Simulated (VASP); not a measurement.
# Li (Fm-3m) in VASP: settings compared

Aim: see how the results for Li move with the level of theory and the settings. Levels: PBE, revPBE. Tasks: single point.

All numbers are computed with VASP 6.6.1; they aren't measurements. Logs are shortened: lines on timing, memory, paths and dates and some standing lists are left out, and cuts for length are marked.

**1. The cell of the first run**

It takes space group Fm-3m (No. 225, cubic). Conventional cell: a = 3.185 Å, b = 3.185 Å, c = 3.185 Å, α = 90.00°, β = 90.00°, γ = 90.00°. Within 3.0 Å of Li (site symmetry m-3m) lie 12 Li at 2.25 Å.

This isn't the form of Li at room conditions, which is bcc.

**2. Single point, PBE (8.08 Å³/atom)**

File INCAR:

```
SYSTEM = Li
  ALGO = Normal
  EDIFF = 1E-6
  ENCUT = 520
  GGA = PE
  ISIF = 2
  ISMEAR = -1
  LASPH = .TRUE.
  LCHARG = .FALSE.
  LREAL = .FALSE.
  LWAVE = .FALSE.
  NBANDS = 8
  NELM = 60
  PREC = Accurate
  SIGMA = 0.08
```

File KPOINTS:

```
k-points
0
G
  17 17 17
  0 0 0
```

File POSCAR:

```
Li
1.0
    0.0000000000      1.5924382774      1.5924382774
    1.5924382774      0.0000000000      1.5924382774
    1.5924382774      1.5924382774      0.0000000000
Li
1
Direct
    0.0000000000      0.0000000000      0.0000000000
```

Potentials or basis: VASP PAW PBE potentials, release 64 (Li_sv).

Command:

```bash
cat potpaw_PBE.64/Li_sv/POTCAR > POTCAR
mpirun -np 1 vasp_std > vasp.out
```

OUTCAR:

```text
SYSTEM = Li
   EDIFF = 1E-6
   ENCUT = 520
   GGA = PE
   ISIF = 2
   ISMEAR = -1
   LASPH = .TRUE.
   LREAL = .FALSE.
   NELM = 60
   PREC = Accurate

 ion  position               nearest neighbor table
   1  0.000  0.000  0.000-

  LATTYP: Found a face centered cubic cell.
 ALAT       =     3.1848765548

  Lattice vectors:

 A1 = (   0.0000000000,   1.5924382774,   1.5924382774)
 A2 = (   1.5924382774,   0.0000000000,   1.5924382774)
 A3 = (   1.5924382774,   1.5924382774,   0.0000000000)

Analysis of symmetry for initial positions (statically):
=====================================================================
 Subroutine PRICEL returns:
 Original cell was already a primitive cell.

 Routine SETGRP: Setting up the symmetry group for a
 face centered cubic supercell.

 Subroutine GETGRP returns: Found 48 space group operations
 (whereof 48 operations were pure point group operations)
 out of a pool of 48 trial point group operations.

The static configuration has the point symmetry O_h .

Analysis of symmetry for dynamics (positions and initial velocities):
=====================================================================
 Subroutine PRICEL returns:
 Original cell was already a primitive cell.

 Routine SETGRP: Setting up the symmetry group for a
 face centered cubic supercell.

 Subroutine GETGRP returns: Found 48 space group operations
 (whereof 48 operations were pure point group operations)
 out of a pool of 48 trial point group operations.

The dynamic configuration has the point symmetry O_h .

 Subroutine INISYM returns: Found 48 space group operations
 (whereof 48 operations are pure point group operations),
 and found     1 'primitive' translations

----------------------------------------------------------------------------------------

                                     Primitive cell

  volume of cell :       8.0764

  direct lattice vectors                    reciprocal lattice vectors
     0.000000000  1.592438277  1.592438277    -0.313983912  0.313983912  0.313983912
     1.592438277  0.000000000  1.592438277     0.313983912 -0.313983912  0.313983912
     1.592438277  1.592438277  0.000000000     0.313983912  0.313983912 -0.313983912

  length of vectors
     2.252047809  2.252047809  2.252047809     0.543836088  0.543836088  0.543836088

  position of ions in fractional coordinates (direct lattice)
     0.000000000  0.000000000  0.000000000

  ion indices of the primitive-cell ions
   primitive index   ion index
                 1           1

----------------------------------------------------------------------------------------

 KPOINTS: k-points

Automatic generation of k-mesh.
 Grid dimensions read from file:
 generate k-points for:   17   17   17

 Generating k-lattice:

  Cartesian coordinates                     Fractional coordinates (reciprocal lattice)
    -0.018469642  0.018469642  0.018469642     0.058823529  0.000000000  0.000000000
     0.018469642 -0.018469642  0.018469642     0.000000000  0.058823529  0.000000000
     0.018469642  0.018469642 -0.018469642     0.000000000  0.000000000  0.058823529

  Length of vectors
     0.031990358  0.031990358  0.031990358

  Shift w.r.t. Gamma in fractional coordinates (k-lattice)
     0.000000000  0.000000000  0.000000000

 Subroutine IBZKPT returns following result:
 ===========================================

 Found    165 irreducible k-points:

 Following reciprocal coordinates:
            Coordinates               Weight
  0.000000  0.000000  0.000000      1.000000
  0.058824  0.000000  0.000000      8.000000
  0.117647  0.000000  0.000000      8.000000
  0.176471  0.000000  0.000000      8.000000
  0.235294  0.000000  0.000000      8.000000
  0.294118  0.000000  0.000000      8.000000
[... 16 lines left out ...]
 -0.176471  0.058824  0.000000     24.000000
 -0.117647  0.058824  0.000000     24.000000
 [... further k-points ...]
   k-points           NKPTS =    165   k-points in BZ     NKDIM =    165   number of bands    NBANDS=      8
   number of dos      NEDOS =    301   number of ions     NIONS =      1
   total plane-waves  NPLWV =   5832
   dimension x,y,z NGX =    18 NGY =   18 NGZ =   18
   dimension x,y,z NGXF=    36 NGYF=   36 NGZF=   36
   ions per type =               1
   NGX,Y,Z   is equivalent  to a cutoff of  13.29, 13.29, 13.29 a.u.
   NGXF,Y,Z  is equivalent  to a cutoff of  26.58, 26.58, 26.58 a.u.
 SYSTEM =  Li
   PREC   = accura    normal or accurate (medium, high low for compatibility)
   ISTART =      0    job   : 0-new  1-cont  2-samecut
   ICHARG =      2    charge: 1-file 2-atom 10-const
   ISPIN  =      1    spin polarized calculation?
   LNONCOLLINEAR =      F non collinear calculations
   LSORBIT =      F    spin-orbit coupling
   LASPH  =      T    aspherical Exc in radial PAW
   ENCUT  =  520.0 eV  38.22 Ry    6.18 a.u.   4.19  4.19  4.19*2*pi/ulx,y,z
   NELM   =     60;   NELMIN=  2; NELMDL= -5     # of ELM steps
   EDIFF  = 0.1E-05   stopping-criterion for ELM
   LREAL  =      F    real-space projection
   EDIFFG = 0.1E-04   stopping-criterion for IOM
   NSW    =      0    number of steps for IOM
   IBRION =     -1    ionic relax: 0-MD 1-quasi-New 2-CG
   NFREE  =      0    steps in history (QN), initial steepest desc. (CG)
   ISIF   =      2    stress and relaxation
   ISYM   =      2    0-nonsym 1-usesym 2-fastsym
   POTIM  = 0.5000    time-step for ionic-motion
   TEBEG  =    0.0;   TEEND  =   0.0 temperature during run
   PSTRESS=    0.0 pullay stress
   NELECT =       3.0000    total number of electrons
   NUPDOWN=      -1.0000    fix difference up-down
   EMIN   =  10.00;   EMAX   =-10.00  energy-range for DOS
   EFERMI =   0.00;   METHOD = LEGACY
   ISMEAR =    -1;   SIGMA  =   0.08  broadening in eV -4-tet -1-fermi 0-gaus
   EFERMI_NEDOS =   21; number of points for ismear=-14 and -15
   IALGO  =     38    algorithm
   IMIX   =      4    mixing-type and parameters
     AMIX     =   0.40;   BMIX     =  1.00
     AMIX_MAG =   1.60;   BMIX_MAG =  1.00
  volume/ion in A,a.u.               =       8.08        54.50
  Fermi-wavevector in a.u.,A,eV,Ry     =   1.176818  2.223864 18.842717  1.384901
  Thomas-Fermi vector in A             =   2.313175
   LORBIT       =      0    0 simple, 1 ext, 2 COOP (PROOUT), +10 PAW based schemes
   GGA     = PE    functional components
   LHFCALC =     F    Hartree Fock is set to
   AEXX    =    0.0000 exact exchange contribution
   IVDW    =     0    specifies the selected vdW correction
   LEPSILON=     F    determine dielectric tensor
   LRPA    =     F    only Hartree local field effects (RPA)
 non-spin polarized calculation
  energy-cutoff  :      520.00
  volume of cell :        8.08
 maximum number of plane-waves:       229
 NGX is ok and might be reduce to    18
   NGX =  9   NGY =  9   NGZ =  9

 number of electron       2.9999996 magnetization

 Free energy of the ion-electron system (eV)
  ---------------------------------------------------
  ext. energy  EPLUGINS =         0.00000000
  ---------------------------------------------------
  free energy    TOTEN  =        -0.78112982 eV

  energy without entropy =       -0.77305010  energy(sigma->0) =       -0.77708996

 E-fermi :   4.5229     XC(G=0):  -9.7077

 val. band max:        4.5175805155   @ k =  -0.2941   0.2353   0.0588
 cond. band min:       4.5577890360   @ k =  -0.4706   0.1765   0.0588
 fundamental gap:      0.0402085206
 Fermi energy:         4.5229436017

 k-point     1 :       0.0000    0.0000    0.0000
  band No.  band energies     occupation
      1     -41.2787      2.00000
      2       0.5830      2.00000
      3      31.4391      0.00000
      4      31.4391      0.00000
      5      31.4392      0.00000
      6      37.4833      0.00000
      7      37.4834      0.00000
      8      37.4834      0.00000

 k-point     2 :       0.0588    0.0000    0.0000
  band No.  band energies     occupation
      1     -41.2638      2.00000
      2       0.6425      2.00000
      3      30.0072      0.00000
      4      31.1230      0.00000
      5      31.1231      0.00000
      6      36.3408      0.00000
      7      38.0247      0.00000
      8      38.0247      0.00000

 k-point     3 :       0.1176    0.0000    0.0000
  band No.  band energies     occupation
      1     -41.2227      2.00000
      2       0.8163      2.00000
      3      26.9225      0.00000
      4      30.4177      0.00000
      5      30.4177      0.00000
      6      36.3686      0.00000
      7      39.2529      0.00000
      8      39.2529      0.00000

 k-point     4 :       0.1765    0.0000    0.0000
  band No.  band energies     occupation
      1     -41.1600      2.00000
      2       1.1150      2.00000
      3      23.5951      0.00000
      4      29.6782      0.00000
      5      29.6783      0.00000
      6      36.9860      0.00000
      7      39.9433      0.00000
      8      39.9434      0.00000

 k-point     5 :       0.2353    0.0000    0.0000
  band No.  band energies     occupation
      1     -41.0839      2.00000
      2       1.5414      2.00000
      3      20.4584      0.00000
      4      29.0613      0.00000
      5      29.0613      0.00000
      6      37.4065      0.00000
      7      38.8277      0.00000
      8      38.8277      0.00000
[... 177 lines left out ...]
 k-point    22 :      -0.2353    0.0588    0.0000
  band No.  band energies     occupation
      1     -41.0482      2.00000
      2       1.7820      2.00000
      3      19.4223      0.00000
      4      27.0710      0.00000
      5      30.1957      0.00000
      6      36.1877      0.00000
      7      37.2398      0.00000
      8      39.6813      0.00000

 k-point    23 :      -0.1765    0.0588    0.0000
  band No.  band energies     occupation
      1     -41.1252      2.00000
      2       1.3043      2.00000
      3      22.4331      0.00000
      4      27.5881      0.00000
      5      30.8548      0.00000
      6      36.7662      0.00000
      7      38.6379      0.00000
      8      39.4872      0.00000

 k-point    24 :      -0.1176    0.0588    0.0000
  band No.  band energies     occupation
      1     -41.1923      2.00000
      2       0.9574      2.00000
      3      25.6533      0.00000
      4      28.3357      0.00000
      5      31.4144      0.00000
      6      36.1962      0.00000
      7      38.6615      0.00000
      8      40.9413      0.00000

 [... further k-points ...]

------------------------ aborting loop because EDIFF is reached ----------------------------------------

  FORCE on cell =-STRESS in cart. coord.  units (eV):
  Direction    XX          YY          ZZ          XY          YZ          ZX
  --------------------------------------------------------------------------------------
  -------------------------------------------------------------------------------------
  Total        2.9589149      2.9589149      2.9589149      0.0000000     -0.0000000      0.0000000
  in kB      586.9826135    586.9826135    586.9826135      0.0000000     -0.0000000      0.0000000
  external PRESSURE =     586.9826135 kB  Pullay stress =       0.0000000 kB

 VOLUME and BASIS-vectors are now :
 -----------------------------------------------------------------------------
  energy-cutoff  :      520.00
  volume of cell :        8.08
      direct lattice vectors                 reciprocal lattice vectors
     0.000000000  1.592438277  1.592438277    -0.313983912  0.313983912  0.313983912
     1.592438277  0.000000000  1.592438277     0.313983912 -0.313983912  0.313983912
     1.592438277  1.592438277  0.000000000     0.313983912  0.313983912 -0.313983912

 POSITION                                       TOTAL-FORCE (eV/Angst)
 -----------------------------------------------------------------------------------
      0.00000      0.00000      0.00000        -0.000000      0.000000     -0.000000
 -----------------------------------------------------------------------------------
    total drift:                                0.000000     -0.000000      0.000000

  FREE ENERGIE OF THE ION-ELECTRON SYSTEM (eV)
  ---------------------------------------------------
  free  energy   TOTEN  =        -0.7811298227 eV

  energy  without entropy=       -0.7730501012  energy(sigma->0) =       -0.77708996
```

It took 7.8 s on 1 thread of Intel Xeon Platinum 8488C (Sapphire Rapids), shared host; peak memory 0.11 GiB.

Results:

- Free energy: -0.7811 eV
- Band gap on the k mesh: zero (an odd number of electrons rules out a gap without spin polarisation)

Levels at points of the mesh, in eV from the Fermi level:
| k point | band 1 | band 2 | band 3 | band 4 | band 5 |
| --- | --- | --- | --- | --- | --- |
| (0.00, 0.00, 0.00) | -45.80 | -3.94 | 26.92 | 26.92 | 26.92 |

Caveat: the cutoff is under 1.25 times the usual one of these potentials, so pressure, stress and relaxed cells hold a basis-set (Pulay) error.

**3. Single point, revPBE**

File INCAR:

```
PREC = Accurate
ENCUT = 520
EDIFF = 1E-6
ISMEAR = -1
SIGMA = 0.08
LREAL = F
LASPH = T
NELM = 100
ALGO = Normal
ISIF = 2
LWAVE = F
LCHARG = F
GGA = RE
NBANDS = 8
```

File KPOINTS:

```
Automatic mesh
0
Gamma
  17 17 17
```

POSCAR is that of step 2.

Potentials or basis: VASP PAW PBE potentials, release 64 (Li_sv).

Command:

```bash
cat potpaw_PBE.64/Li_sv/POTCAR > POTCAR
mpirun -np 1 vasp_std > vasp.out
```

Wall time 7.6 s (1 thread of Intel Xeon Platinum 8488C (Sapphire Rapids), shared host); peak memory 0.11 GiB.

It converged, with:

- Free energy: -0.5886 eV
- Band gap on the k mesh: zero (an odd number of electrons rules out a gap without spin polarisation)

Levels at points of the mesh, in eV from the Fermi level:
| k point | band 1 | band 2 | band 3 | band 4 | band 5 | band 6 |
| --- | --- | --- | --- | --- | --- | --- |
| (0.00, 0.00, 0.00) | -45.95 | -4.01 | 27.08 | 27.08 | 27.08 | 32.98 |

Caveat: the cutoff is under 1.25 times the usual one of these potentials, so pressure, stress and relaxed cells hold a basis-set (Pulay) error; the PAW data sets were made with another functional, which shifts forces and pressure a little.

**4. Single point, PBE (10.10 Å³/atom)**

This run uses another cell than the first one, of 10.10 Å³/atom.

File INCAR:

```
PREC     = Accurate       # precision mode
ENCUT    = 520            # plane-wave cutoff, eV
EDIFF    = 1E-7           # SCF threshold, eV
ISMEAR   = -1             # smearing method
SIGMA    = 0.08           # smearing width, eV
LREAL    = F              # projectors in reciprocal space
LASPH    = T              # aspherical terms in the spheres
NELM     = 60             # most SCF steps
ALGO     = Normal         # electronic algorithm
ISIF     = 2              # what is computed and relaxed
LWAVE    = F              # write WAVECAR
LCHARG   = F              # write CHGCAR
GGA      = PE             # functional
NBANDS   = 8              # bands
```

File KPOINTS:

```
regular mesh
0
Gamma
  17 17 17
```

File POSCAR:

```
Li
1.0
    0.0000000000      1.7154021332      1.7154021332
    1.7154021332      0.0000000000      1.7154021332
    1.7154021332      1.7154021332      0.0000000000
Li
1
Direct
    0.0000000000      0.0000000000      0.0000000000
```

Command:

```bash
cat potpaw_PBE.64/Li_sv/POTCAR > POTCAR
mpirun -np 1 vasp_std > vasp.out
```

Run time: 7.4 s. Hardware: 1 thread of Intel Xeon Platinum 8488C (Sapphire Rapids), shared host; peak memory 0.11 GiB.

The run converged. Its results:

```
Free energy            : -1.3270 eV
Band gap on the k mesh : zero (an odd number of electrons rules out a gap without spin polarisation)
```

Levels at points of the mesh, in eV from the Fermi level:
```tsv
k point	band 1	band 2	band 3	band 4	band 5	band 6	band 7
(0.00, 0.00, 0.00)	-45.72	-4.08	23.28	23.28	23.28	28.55	28.55
```

Caveat: the cutoff is under 1.25 times the usual one of these potentials, so pressure, stress and relaxed cells hold a basis-set (Pulay) error.

(Part 1 of 2 ends here.)

The gap in the log of VASP goes by the Fermi energy; the results here count the filled bands.